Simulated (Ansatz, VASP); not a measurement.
Given: the input of a run of Ansatz 0.2.0 on In.

File input.yaml:

```yaml
crystal:
  lattice:
    - [-1.869751, 1.85713, 1.913871]
    - [1.833535, -1.912801, 1.933327]
    - [1.858518, 1.901568, -1.969542]
  atoms:
    - { symbol: In, position: [-0.000103, -0.002171, 0.00147] }
kpoints:
  mp_grid: { grid: [10, 10, 10] }
scf:
  occupations: { method: fermi_dirac, width: 0.05 }
hamiltonian:
  xc: pbe
  pseudopotentials: { kind: all_electron, lapw: { basis_error: 0.001 } }
output:
  forces: true
  stress: true
  eigenvalues: true
  populations: true
```

Potentials or basis: all-electron LAPW, scalar-relativistic.

Command:

```sh
$ ansatz run input.yaml --threads 1 --pin off --max-ram 2560MiB --backend cpu --events-out ev --progress --plain --runs-dir out
```

Q: Set up the same calculation for VASP 6.6.1. Potentials there: VASP PAW PBE potentials, release 64 (In_d).

A: As run (the cutoff follows the program's own potentials):

Contents of INCAR:

```
SYSTEM = In
ALGO     = Fast           ! electronic algorithm
EDIFF    = 1E-7           ! SCF threshold, eV
ENCUT    = 520            ! plane-wave cutoff, eV
GGA      = PE             ! functional
ISIF     = 2              ! what is computed and relaxed
ISMEAR   = -1             ! smearing method
LASPH    = .TRUE.         ! aspherical terms in the spheres
LCHARG   = .FALSE.        ! write CHGCAR
LREAL    = .FALSE.        ! projectors in reciprocal space
LWAVE    = .FALSE.        ! write WAVECAR
NBANDS   = 12             ! bands
NELM     = 60             ! most SCF steps
PREC     = Accurate       ! precision mode
SIGMA    = 0.05           ! smearing width, eV
```

File KPOINTS:

```
k-points
0
G
  10 10 10
  0 0 0
```

File POSCAR:

```
In
1.0
   -1.8697510000      1.8571300000      1.9138710000
    1.8335350000     -1.9128010000      1.9333270000
    1.8585180000      1.9015680000     -1.9695420000
In
1
Direct
   -0.0001030000     -0.0021710000      0.0014700000
```

Potentials or basis: VASP PAW PBE potentials, release 64 (In_d).

The run is started by

```sh
$ cat potpaw_PBE.64/In_d/POTCAR > POTCAR
$ mpirun -np 1 vasp_std > vasp.out
```

Both were run:

|  | VASP | Ansatz | Ansatz less VASP |
| --- | --- | --- | --- |
| gap on the k mesh at the Fermi level (eV) | none | none | - |
| pressure (GPa) | 1.5 | 1.6 | +0.05 |
| traceless stress, the component that is largest in VASP (GPa) | 0.69 | 0.68 | -0.007 |

A gap of «none» marks a metal or a gap that the smearing closes. Ansatz ran all-electron here, and VASP with PAW potentials.
